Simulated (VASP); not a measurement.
# Ru (P6_3/mmc) in VASP: notebook

Ru is run at these levels: LDA; tasks: single point.

Program: VASP 6.6.1. These are calculated values, not measurements. Logs are shortened: lines on timing, memory, paths and dates and some standing lists are left out, and cuts for length are marked.

### Step 1. The cell of the first run

The structure is hexagonal, space group P6_3/mmc (No. 194). The conventional cell has a = 2.678 Å, b = 2.678 Å, c = 4.218 Å, α = 90.00°, β = 90.00°, γ = 120.00°. Within 3.4 Å of Ru (site symmetry -6m2) lie 12 Ru at 2.61 to 2.68 Å.

### Step 2. Single point, LDA

Input file INCAR:

```
ALGO = Normal ; EDIFF = 1E-6
ENCUT = 560 ; GGA = CA
GGA_COMPAT = F ; ISIF = 2
ISMEAR = -1 ; LASPH = T
LCHARG = F ; LREAL = F
LWAVE = F ; NBANDS = 23
NELM = 120 ; PREC = Accurate
SIGMA = 0.01
```

Input file KPOINTS:

```
k-points
0
Gamma
  13 13 8
```

Input file POSCAR:

```
Ru
1.0
    2.6775346364      0.0000000000      0.0000000000
   -1.3387673182      2.3188130146      0.0000000000
    0.0000000000      0.0000000000      4.2181251212
Ru
2
Direct
    0.3333333333      0.6666666667      0.2500000000
    0.6666666667      0.3333333333      0.7500000000
```

Potentials or basis: VASP PAW LDA potentials, release 64 (Ru_sv).

Started as:

```bash
> cat potpaw_LDA.64/Ru_sv/POTCAR > POTCAR
> mpirun -np 1 vasp_std > vasp.out
```

OUTCAR:

```text
EDIFF = 1E-6
   ENCUT = 560
   GGA = CA
   ISIF = 2
   ISMEAR = -1
   LASPH = T
   LREAL = F
   NELM = 120
   PREC = Accurate

 ion  position               nearest neighbor table
   1  0.333  0.667  0.250-   2 2.61   2 2.61   2 2.61   2 2.61   2 2.61   2 2.61
   2  0.667  0.333  0.750-   1 2.61   1 2.61   1 2.61   1 2.61   1 2.61   1 2.61

  LATTYP: Found a hexagonal cell.
 ALAT       =     2.6775346364
 C/A-ratio  =     1.5753764914

  Lattice vectors:

 A1 = (   2.6775346364,   0.0000000000,   0.0000000000)
 A2 = (  -1.3387673182,   2.3188130146,   0.0000000000)
 A3 = (   0.0000000000,   0.0000000000,   4.2181251212)

Analysis of symmetry for initial positions (statically):
=====================================================================
 Subroutine PRICEL returns:
 Original cell was already a primitive cell.

 Routine SETGRP: Setting up the symmetry group for a
 hexagonal supercell.

 Subroutine GETGRP returns: Found 24 space group operations
 (whereof 12 operations were pure point group operations)
 out of a pool of 24 trial point group operations.

The static configuration has the point symmetry D_3d.
 The point group associated with its full space group is D_6h.

Analysis of symmetry for dynamics (positions and initial velocities):
=====================================================================
 Subroutine PRICEL returns:
 Original cell was already a primitive cell.

 Routine SETGRP: Setting up the symmetry group for a
 hexagonal supercell.

 Subroutine GETGRP returns: Found 24 space group operations
 (whereof 12 operations were pure point group operations)
 out of a pool of 24 trial point group operations.

The dynamic configuration has the point symmetry D_3d.
 The point group associated with its full space group is D_6h.

 Subroutine INISYM returns: Found 24 space group operations
 (whereof 12 operations are pure point group operations),
 and found     1 'primitive' translations

----------------------------------------------------------------------------------------

                                     Primitive cell

  volume of cell :      26.1891

  direct lattice vectors                    reciprocal lattice vectors
     2.677534636  0.000000000  0.000000000     0.373477895  0.215627563  0.000000000
    -1.338767318  2.318813015  0.000000000     0.000000000  0.431255127  0.000000000
     0.000000000  0.000000000  4.218125121     0.000000000  0.000000000  0.237072152

[... 74 lines left out ...]
   PREC   = accura    normal or accurate (medium, high low for compatibility)
   ISTART =      0    job   : 0-new  1-cont  2-samecut
   ICHARG =      2    charge: 1-file 2-atom 10-const
   ISPIN  =      1    spin polarized calculation?
   LNONCOLLINEAR =      F non collinear calculations
   LSORBIT =      F    spin-orbit coupling
   LASPH  =      T    aspherical Exc in radial PAW
   ENCUT  =  560.0 eV  41.16 Ry    6.42 a.u.   5.17  5.17  8.14*2*pi/ulx,y,z
   NELM   =    120;   NELMIN=  2; NELMDL= -5     # of ELM steps
   EDIFF  = 0.1E-05   stopping-criterion for ELM
   LREAL  =      F    real-space projection
   EDIFFG = 0.1E-04   stopping-criterion for IOM
   NSW    =      0    number of steps for IOM
   IBRION =     -1    ionic relax: 0-MD 1-quasi-New 2-CG
   NFREE  =      0    steps in history (QN), initial steepest desc. (CG)
   ISIF   =      2    stress and relaxation
   ISYM   =      2    0-nonsym 1-usesym 2-fastsym
   POTIM  = 0.5000    time-step for ionic-motion
   TEBEG  =    0.0;   TEEND  =   0.0 temperature during run
   PSTRESS=    0.0 pullay stress
   NELECT =      32.0000    total number of electrons
   NUPDOWN=      -1.0000    fix difference up-down
   EMIN   =  10.00;   EMAX   =-10.00  energy-range for DOS
   EFERMI =   0.00;   METHOD = LEGACY
   ISMEAR =    -1;   SIGMA  =   0.01  broadening in eV -4-tet -1-fermi 0-gaus
   EFERMI_NEDOS =   21; number of points for ismear=-14 and -15
   IALGO  =     38    algorithm
   IMIX   =      4    mixing-type and parameters
     AMIX     =   0.40;   BMIX     =  1.00
     AMIX_MAG =   1.60;   BMIX_MAG =  1.00
  volume/ion in A,a.u.               =      13.09        88.37
  Fermi-wavevector in a.u.,A,eV,Ry     =   1.750188  3.307376 41.676800  3.063158
  Thomas-Fermi vector in A             =   2.820956
   LORBIT       =      0    0 simple, 1 ext, 2 COOP (PROOUT), +10 PAW based schemes
   GGA     = CA    functional components
   LHFCALC =     F    Hartree Fock is set to
   AEXX    =    0.0000 exact exchange contribution
   IVDW    =     0    specifies the selected vdW correction
   LEPSILON=     F    determine dielectric tensor
   LRPA    =     F    only Hartree local field effects (RPA)
 non-spin polarized calculation
  energy-cutoff  :      560.00
  volume of cell :       26.19
 maximum number of plane-waves:       808
 NGX is ok and might be reduce to    24
   NGX = 11   NGY = 11   NGZ = 17

 number of electron      32.0000001 magnetization

 Free energy of the ion-electron system (eV)
  ---------------------------------------------------
  ext. energy  EPLUGINS =         0.00000000
  ---------------------------------------------------
  free energy    TOTEN  =       -21.39931266 eV

  energy without entropy =      -21.39885278  energy(sigma->0) =      -21.39908272

 E-fermi :  15.7606     XC(G=0): -14.7412

 val. band max:       15.7560845981   @ k =   0.0769   0.0000   0.3750
 cond. band min:      15.7853320773   @ k =   0.3077   0.1538   0.2500
 fundamental gap:      0.0292474793
 Fermi energy:        15.7605817074

 k-point     1 :       0.0000    0.0000    0.0000
  band No.  band energies     occupation
      1     -57.1110      2.00000
      2     -56.8633      2.00000
      3     -27.9018      2.00000
      4     -26.8316      2.00000
      5     -26.8316      2.00000
      6     -26.6338      2.00000
[... 613 lines left out ...]
     22      31.5210      0.00000
     23      33.8875      0.00000

 [... further k-points ...]
[... 5 lines left out ...]
  --------------------------------------------------------------------------------------
  -------------------------------------------------------------------------------------
  Total        0.0907280      0.0907280     -0.0130288      0.0000000      0.0000000      0.0000000
  in kB        5.5504938      5.5504938     -0.7970652      0.0000000      0.0000000      0.0000000
  external PRESSURE =       3.4346408 kB  Pullay stress =       0.0000000 kB

 VOLUME and BASIS-vectors are now :
 -----------------------------------------------------------------------------
  energy-cutoff  :      560.00
  volume of cell :       26.19
      direct lattice vectors                 reciprocal lattice vectors
     2.677534636  0.000000000  0.000000000     0.373477895  0.215627563  0.000000000
    -1.338767318  2.318813015  0.000000000     0.000000000  0.431255127  0.000000000
     0.000000000  0.000000000  4.218125121     0.000000000  0.000000000  0.237072152

 POSITION                                       TOTAL-FORCE (eV/Angst)
 -----------------------------------------------------------------------------------
     -0.00000      1.54588      1.05453        -0.000000      0.000000      0.000000
      1.33877      0.77294      3.16359         0.000000     -0.000000      0.000000
 -----------------------------------------------------------------------------------
    total drift:                               -0.000000      0.000000     -0.000000

  FREE ENERGIE OF THE ION-ELECTRON SYSTEM (eV)
  ---------------------------------------------------
  free  energy   TOTEN  =       -21.3993126576 eV

  energy  without entropy=      -21.3988527785  energy(sigma->0) =      -21.39908272
```

OSZICAR:

```text
N       E                     dE             d eps       ncg     rms          rms(c)
DAV:   1     0.453122957390E+03    0.45312E+03   -0.22029E+04  4838   0.173E+03
DAV:   2    -0.989895563495E+01   -0.46302E+03   -0.44546E+03  5481   0.562E+02
DAV:   3    -0.226727105348E+02   -0.12774E+02   -0.12513E+02  5720   0.105E+02
DAV:   4    -0.227872846724E+02   -0.11457E+00   -0.11454E+00  5446   0.107E+01
DAV:   5    -0.227889112898E+02   -0.16266E-02   -0.16266E-02  5796   0.123E+00    0.279E+01
DAV:   6    -0.214753706065E+02    0.13135E+01   -0.30086E+00  5341   0.171E+01    0.572E+00
DAV:   7    -0.214088867066E+02    0.66484E-01   -0.14041E-01  5719   0.300E+00    0.137E+00
DAV:   8    -0.213993142009E+02    0.95725E-02   -0.84937E-03  5180   0.113E+00    0.139E-01
DAV:   9    -0.213993123366E+02    0.18643E-05   -0.15429E-04  5908   0.134E-01    0.743E-02
DAV:  10    -0.213993129298E+02   -0.59326E-06   -0.12783E-05  5224   0.293E-02    0.851E-03
DAV:  11    -0.213993126576E+02    0.27219E-06   -0.15546E-06  3700   0.134E-02
   1 F= -.21399313E+02 E0= -.21399083E+02  d E =-.459879E-03
```

Run time: 60 s. Hardware: 1 thread of Intel Xeon Platinum 8259CL at 2.50GHz (Skylake/Cascade Lake), shared host; peak memory 0.17 GiB.

What came out:

- Free energy: -21.3993 eV
- Pressure: 0.3 GPa
- Band gap on the k mesh: zero (bands 16 and 17 overlap by 3.28 eV)

### Step 3. Single point, LDA

Input file INCAR:

```
SYSTEM = Ru
PREC     = Accurate       ! precision mode
ENCUT    = 560            ! plane-wave cutoff, eV
EDIFF    = 1E-6           ! SCF threshold, eV
ISMEAR   = 1              ! smearing method
SIGMA    = 0.03           ! smearing width, eV
LREAL    = .False.        ! projectors in reciprocal space
LASPH    = .True.         ! aspherical terms in the spheres
NELM     = 120            ! most SCF steps
ALGO     = Normal         ! electronic algorithm
ISIF     = 2              ! what is computed and relaxed
LWAVE    = .False.        ! write WAVECAR
LCHARG   = .True.         ! write CHGCAR
LELF     = .True.         ! ELF
LVHAR    = .True.       
NBANDS   = 23             ! bands
GGA_COMPAT= .False.
```

Input file KPOINTS:

```
regular mesh
0
Gamma
  13 13 8
  0 0 0
```

POSCAR is that of step 2.

Potentials or basis: VASP PAW LDA potentials, release 64 (Ru_sv).

Started as:

```bash
> cat potpaw_LDA.64/Ru_sv/POTCAR > POTCAR
> mpirun -np 1 vasp_std > vasp.out
```

It took 25 s on 1 thread of Intel Xeon Platinum 8488C (Sapphire Rapids), shared host; peak memory 0.17 GiB.

It converged, with:

| Quantity | Value |
| --- | --- |
| Free energy | -21.3991 eV |
| Pressure | 0.3 GPa |
| Band gap on the k mesh | zero (bands 16 and 17 overlap by 3.28 eV) |

Stress tensor (GPa, compression positive):
```
 0.57  0.00  0.00
 0.00  0.57  0.00
 0.00  0.00 -0.10
```

Levels at points of the mesh, in eV from the Fermi level:
| k point | band 13 | band 14 | band 15 | band 16 | band 17 | band 18 | band 19 | band 20 |
| --- | --- | --- | --- | --- | --- | --- | --- | --- |
| (0.00, 0.00, 0.00) | -2.59 | -2.09 | -2.09 | -1.56 | -1.56 | 1.21 | 1.21 | 1.34 |
| (0.00, 0.00, 0.50) | -3.01 | -3.01 | -2.87 | -2.87 | 0.54 | 0.54 | 0.54 | 0.54 |

### Step 4. Single point, LDA

Input file INCAR:

```
SYSTEM = Ru
  PREC = Accurate
  ENCUT = 560
  EDIFF = 1E-6
  ISMEAR = -1
  SIGMA = 0.1
  LREAL = .FALSE.
  LASPH = .TRUE.
  NELM = 120
  ALGO = Normal
  ISIF = 2
  LWAVE = .FALSE.
  LCHARG = .TRUE.
  GGA = CA
  LELF = .TRUE.
  LVHAR = .TRUE.
  NBANDS = 23
  GGA_COMPAT = .FALSE.
```

Input file KPOINTS:

```
regular mesh
0
G
  13 13 8
  0 0 0
```

POSCAR is that of step 3.

Potentials or basis: VASP PAW LDA potentials, release 64 (Ru_sv).

Started as:

```bash
> cat potpaw_LDA.64/Ru_sv/POTCAR > POTCAR
> mpirun -np 1 vasp_std > vasp.out
```

OUTCAR:

```text
SYSTEM = Ru
   PREC = Accurate
   ENCUT = 560
   EDIFF = 1E-6
   ISMEAR = -1
   LREAL = .FALSE.
   LASPH = .TRUE.
   NELM = 120
   ISIF = 2
   GGA = CA

 ion  position               nearest neighbor table
   1  0.333  0.667  0.250-   2 2.61   2 2.61   2 2.61   2 2.61   2 2.61   2 2.61
   2  0.667  0.333  0.750-   1 2.61   1 2.61   1 2.61   1 2.61   1 2.61   1 2.61

  LATTYP: Found a hexagonal cell.
 ALAT       =     2.6775346364
 C/A-ratio  =     1.5753764914

  Lattice vectors:
[... 190 lines left out ...]
      1     -57.1068      2.00000
      2     -56.8590      2.00000
      3     -27.8984      2.00000
      4     -26.8276      2.00000
      5     -26.8276      2.00000
      6     -26.6297      2.00000
[... 613 lines left out ...]
     22      31.5219      0.00000
     23      33.8870      0.00000

 [... further k-points ...]
[... 5 lines left out ...]
  --------------------------------------------------------------------------------------
  -------------------------------------------------------------------------------------
  Total        0.0892745      0.0892745      0.0924010     -0.0000000      0.0000000      0.0000000
  in kB        5.4615736      5.4615736      5.6528439     -0.0000000      0.0000000      0.0000000
  external PRESSURE =       5.5253304 kB  Pullay stress =       0.0000000 kB

 VOLUME and BASIS-vectors are now :
 -----------------------------------------------------------------------------
  energy-cutoff  :      560.00
  volume of cell :       26.19
      direct lattice vectors                 reciprocal lattice vectors
     2.677534636  0.000000000  0.000000000     0.373477895  0.215627563  0.000000000
    -1.338767318  2.318813015  0.000000000     0.000000000  0.431255127  0.000000000
     0.000000000  0.000000000  4.218125121     0.000000000  0.000000000  0.237072152

 POSITION                                       TOTAL-FORCE (eV/Angst)
 -----------------------------------------------------------------------------------
     -0.00000      1.54588      1.05453        -0.000000     -0.000000      0.000000
      1.33877      0.77294      3.16359         0.000000      0.000000      0.000000
 -----------------------------------------------------------------------------------
    total drift:                               -0.000000      0.000000     -0.000000

  FREE ENERGIE OF THE ION-ELECTRON SYSTEM (eV)
  ---------------------------------------------------
  free  energy   TOTEN  =       -21.4238504481 eV

  energy  without entropy=      -21.3723075036  energy(sigma->0) =      -21.39807898
```

Run time: 46 s. Hardware: 1 thread of AMD EPYC 7R13 (Zen 3), shared host; peak memory 0.14 GiB.

Results:

| Quantity | Value |
| --- | --- |
| Free energy | -21.4239 eV |
| Pressure | 0.6 GPa |
| Band gap on the k mesh | zero (bands 16 and 17 overlap by 3.29 eV) |

### Step 5. Single point, LDA

Input file INCAR:

```
  PREC = Accurate
  ENCUT = 560
  EDIFF = 1E-6
  ISMEAR = 0
  SIGMA = 0.01
  LREAL = F
  LASPH = T
  NELM = 120
  ALGO = Normal
  ISIF = 2
  LWAVE = F
  LCHARG = F
  NBANDS = 23
  GGA_COMPAT = F
```

Input file KPOINTS:

```
regular mesh
0
Gamma
  13 13 8
```

POSCAR is that of step 4.

Started as:

```bash
> cat potpaw_LDA.64/Ru_sv/POTCAR > POTCAR
> mpirun -np 1 vasp_std > vasp.out
```

It took 46 s on 1 thread of Intel Xeon Platinum 8259CL at 2.50GHz (Skylake/Cascade Lake), shared host; peak memory 0.17 GiB.

Results (log left out):

- Free energy: -21.3991 eV
- Pressure: 0.4 GPa
- Band gap on the k mesh: zero (bands 16 and 17 overlap by 3.28 eV)

Stress tensor (GPa, compression positive):
```
 0.58  0.00  0.00
 0.00  0.58  0.00
 0.00  0.00 -0.11
```

Levels at points of the mesh, in eV from the Fermi level:
```tsv
k point	band 14	band 15	band 16	band 17	band 18	band 19
(0.00, 0.00, 0.00)	-2.08	-2.08	-1.56	-1.56	1.21	1.21
(0.00, 0.00, 0.50)	-3.01	-2.87	-2.87	0.54	0.54	0.54
```

### Step 6. The runs side by side

```csv
smearing,gap on the mesh (eV),pressure (GPa)
fermi-dirac 0.01 eV,none,0.3
methfessel-paxton 0.03 eV,none,0.3
fermi-dirac 0.1 eV,none,0.6
gaussian 0.01 eV,none,0.4
```

Alike in all rows: task single point; level LDA; potentials or basis VASP PAW LDA potentials, release 64 (Ru_sv); no spin polarisation; cell as given; k mesh 13 × 13 × 8; cutoff (eV) 560.

Absolute energies hang on the potentials; compare differences alone.

The gap in the log of VASP goes by the Fermi energy; the results here count the filled bands.